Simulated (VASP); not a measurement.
# MgS in VASP: further runs, part 2 of 2

VASP 6.6.1.

## 5. Single point, r2SCAN (uniaxial x strain +1.9%)

Input file POSCAR:

```
MgS
1.0
    0.0000000000      2.6015179370      2.6015179370
    2.6496460189      0.0000000000      2.6015179370
    2.6496460189      2.6015179370      0.0000000000
Mg S
1 1
Direct
    0.0000000000      0.0000000000      0.0000000000
    0.5000000000      0.5000000000      0.5000000000
```

Input file INCAR.step1:

```
PREC = Accurate
ENCUT = 520
ISMEAR = 0
SIGMA = 0.01
LREAL = False
LASPH = True
NELM = 60
NBANDS = 11
GGA = PE
ALGO = Normal
EDIFF = 1E-4
LWAVE = True
LCHARG = False
```

Input file INCAR.step2:

```
PREC = Accurate
ENCUT = 520
EDIFF = 1E-7
ISMEAR = 0
SIGMA = 0.01
LREAL = False
LASPH = True
NELM = 60
ALGO = Normal
ISIF = 2
LWAVE = False
LCHARG = False
METAGGA = R2SCAN
LMIXTAU = True
NBANDS = 11
ISTART = 1
```

Input file KPOINTS:

```
regular mesh
0
Gamma
  8 8 8
```

Potentials or basis: VASP PAW PBE potentials, release 64 (Mg, S).

Run with:

```console
cat potpaw_PBE.64/Mg/POTCAR potpaw_PBE.64/S/POTCAR > POTCAR
cp INCAR.step1 INCAR
mpirun -np 1 vasp_std > vasp.out
cp INCAR.step2 INCAR
mpirun -np 1 vasp_std > vasp.out
```

OUTCAR:

```text
PREC = Accurate
   ENCUT = 520
   EDIFF = 1E-7
   ISMEAR = 0
   LREAL = False
   LASPH = True
   NELM = 60
   ISIF = 2
   METAGGA = R2SCAN
   ISTART = 1

 ion  position               nearest neighbor table
   1  0.000  0.000  0.000-   2 2.60   2 2.60   2 2.60   2 2.60   2 2.65   2 2.65
   2  0.500  0.500  0.500-   1 2.60   1 2.60   1 2.60   1 2.60   1 2.65   1 2.65

  LATTYP: Found a body centered tetragonal cell.
 ALAT       =     3.6791019493
 C/A-ratio  =     1.4403765133

  Lattice vectors:

 A1 = (   2.6496460189,   0.0000000000,   2.6015179370)
 A2 = (   2.6496460189,   0.0000000000,  -2.6015179370)
 A3 = (  -2.6496460189,   2.6015179370,   0.0000000000)

Analysis of symmetry for initial positions (statically):
=====================================================================
 Subroutine PRICEL returns:
 Original cell was already a primitive cell.

 Routine SETGRP: Setting up the symmetry group for a
 body centered tetragonal supercell.

 Subroutine GETGRP returns: Found 16 space group operations
 (whereof 16 operations were pure point group operations)
 out of a pool of 16 trial point group operations.

The static configuration has the point symmetry D_4h.

Analysis of symmetry for dynamics (positions and initial velocities):
=====================================================================
 Subroutine PRICEL returns:
 Original cell was already a primitive cell.

 Routine SETGRP: Setting up the symmetry group for a
 body centered tetragonal supercell.

 Subroutine GETGRP returns: Found 16 space group operations
 (whereof 16 operations were pure point group operations)
 out of a pool of 16 trial point group operations.

The dynamic configuration has the point symmetry D_4h.

 Subroutine INISYM returns: Found 16 space group operations
 (whereof 16 operations are pure point group operations),
 and found     1 'primitive' translations

[... 116 lines left out ...]
  Fermi-wavevector in a.u.,A,eV,Ry     =   0.992844  1.876203 13.411795  0.985739
  Thomas-Fermi vector in A             =   2.124684
   LORBIT       =      0    0 simple, 1 ext, 2 COOP (PROOUT), +10 PAW based schemes
   METAGGA = R2SCAN    functional components
   LHFCALC =     F    Hartree Fock is set to
   AEXX    =    0.0000 exact exchange contribution
   IVDW    =     0    specifies the selected vdW correction
   LEPSILON=     F    determine dielectric tensor
   LRPA    =     F    only Hartree local field effects (RPA)
 non-spin polarized calculation
 Gauss-broadening in eV      SIGMA  =   0.01
  energy-cutoff  :      520.00
  volume of cell :       35.87
 maximum number of plane-waves:       978
   NGX = 13   NGY = 13   NGZ = 13

 number of electron       8.0000000 magnetization

 Free energy of the ion-electron system (eV)
  ---------------------------------------------------
  ext. energy  EPLUGINS =         0.00000000
  ---------------------------------------------------
  free energy    TOTEN  =       -15.50355105 eV

  energy without entropy =      -15.50355105  energy(sigma->0) =      -15.50355105

 E-fermi :   3.4712     XC(G=0): -10.0092

 val. band max:        3.3835304425   @ k =   0.0000   0.0000   0.0000
 cond. band min:       6.6962275217   @ k =   0.5000   0.5000   0.0000
 fundamental gap:      3.3126970792
 Fermi energy:         3.4712047330

 k-point     1 :       0.0000    0.0000    0.0000
  band No.  band energies     occupation
      1      -9.7463      2.00000
      2       3.3059      2.00000
      3       3.3059      2.00000
      4       3.3835      2.00000
      5       7.7955      0.00000
      6      11.7475      0.00000
      7      11.9419      0.00000
      8      11.9419      0.00000
      9      14.1231      0.00000
     10      14.3789      0.00000
     11      16.8268      0.00000
[... 309 lines left out ...]
 k-point    24 :       0.3750    0.1250    0.1250
  band No.  band energies     occupation
      1      -8.9119      2.00000
      2       0.0217      2.00000
      3       2.1657      2.00000
      4       3.0067      2.00000
      5       9.6553      0.00000
      6      11.1041      0.00000
      7      11.6552      0.00000
      8      12.1296      0.00000
      9      13.9388      0.00000
     10      16.8263      0.00000
     11      17.1838      0.00000

 [... further k-points ...]
[... 5 lines left out ...]
  --------------------------------------------------------------------------------------
  -------------------------------------------------------------------------------------
  Total       -0.6567452     -0.2794477     -0.2794477      0.0000000      0.0000000      0.0000000
  in kB      -29.3383718    -12.4835935    -12.4835935      0.0000000      0.0000000      0.0000000
  external PRESSURE =     -18.1018529 kB  Pullay stress =       0.0000000 kB

 VOLUME and BASIS-vectors are now :
 -----------------------------------------------------------------------------
  energy-cutoff  :      520.00
  volume of cell :       35.87
      direct lattice vectors                 reciprocal lattice vectors
     0.000000000  2.601517937  2.601517937    -0.188704452  0.192195484  0.192195484
     2.649646019  0.000000000  2.601517937     0.188704452 -0.192195484  0.192195484
     2.649646019  2.601517937  0.000000000     0.188704452  0.192195484 -0.192195484

 POSITION                                       TOTAL-FORCE (eV/Angst)
 -----------------------------------------------------------------------------------
      0.00000      0.00000      0.00000        -0.000000      0.000000     -0.000000
      2.64965      2.60152      2.60152         0.000000     -0.000000      0.000000
 -----------------------------------------------------------------------------------
    total drift:                                0.000000      0.000000      0.000000

  FREE ENERGIE OF THE ION-ELECTRON SYSTEM (eV)
  ---------------------------------------------------
  free  energy   TOTEN  =       -15.5035510529 eV

  energy  without entropy=      -15.5035510529  energy(sigma->0) =      -15.50355105
```

OUTCAR.step1:

```text
PREC = Accurate
   ENCUT = 520
   ISMEAR = 0
   LREAL = False
   LASPH = True
[... 558 lines left out ...]
      0.00000      0.00000      0.00000         0.000000      0.000000      0.000000
      2.64965      2.60152      2.60152         0.000000      0.000000     -0.000000
 -----------------------------------------------------------------------------------
    total drift:                                0.000000      0.000000      0.000000

  FREE ENERGIE OF THE ION-ELECTRON SYSTEM (eV)
  ---------------------------------------------------
  free  energy   TOTEN  =        -8.5003610703 eV

  energy  without entropy=       -8.5003610703  energy(sigma->0) =       -8.50036107
```

OSZICAR.step1:

```text
N       E                     dE             d eps       ncg     rms          rms(c)
DAV:   1     0.226751917969E+02    0.22675E+02   -0.36302E+03  1330   0.592E+02
DAV:   2    -0.732210055469E+01   -0.29997E+02   -0.28482E+02  1670   0.102E+02
DAV:   3    -0.890369842790E+01   -0.15816E+01   -0.15780E+01  1609   0.241E+01
DAV:   4    -0.891393120684E+01   -0.10233E-01   -0.10232E-01  1553   0.233E+00
DAV:   5    -0.891401970910E+01   -0.88502E-04   -0.88501E-04  1639   0.219E-01    0.434E+00
DAV:   6    -0.854102157857E+01    0.37300E+00   -0.81576E-01  1484   0.353E+00    0.338E+00
DAV:   7    -0.850069996833E+01    0.40322E-01   -0.22096E-01  1555   0.202E+00    0.225E+00
DAV:   8    -0.850067529909E+01    0.24669E-04   -0.15734E-02  1460   0.754E-01    0.100E+00
DAV:   9    -0.850034710071E+01    0.32820E-03   -0.86834E-04  1530   0.168E-01    0.361E-01
DAV:  10    -0.850036107026E+01   -0.13970E-04   -0.26383E-04  1403   0.742E-02
   1 F= -.85003611E+01 E0= -.85003611E+01  d E =-.726545E-52
```

Wall time 4.1 min (1 thread of Intel Xeon 8259CL, shared host); peak memory 0.18 GiB.

Results:

```yaml
Free_energy: -15.5036 eV
Pressure: -1.8 GPa
Band_gap_on_the_k_mesh: 3.31 eV (least direct gap 4.41 eV)
```

Caveat: the cell differs from its parent crystal (uniaxial x strain +1.9%); the PAW data sets were made with another functional, which shifts forces and pressure a little.

## 6. Overview

```csv
level,cell,smearing,gap on the mesh (eV),pressure (GPa)
PBE,"a = 3.679, b = 3.713, c = 3.713 Å, angles 59.4, 60.3, 60.3°, 2 atoms",fermi-dirac 0.02 eV,2.66,-0.5
PBE,"a = 3.679 Å, angles 59.0°, 2 atoms",fermi-dirac 0.02 eV,2.74,2.8
PBE,"a = 3.680, b = 3.680, c = 3.571 Å, angles 61.0, 61.0, 61.9°, 2 atoms",fermi-dirac 0.02 eV,2.37,0.9
r2SCAN,"a = 3.679, b = 3.713, c = 3.713 Å, angles 59.4, 60.3, 60.3°, 2 atoms",gaussian 0.01 eV,3.31,-1.8
```

Alike in all rows: task single point; potentials or basis VASP PAW PBE potentials, release 64 (Mg, S); no spin polarisation; k mesh 8 × 8 × 8; cutoff (eV) 520.

Caveats: the PAW data sets were made with another functional, which shifts forces and pressure a little (at least some runs).

Absolute energies hang on the potentials; compare differences alone.
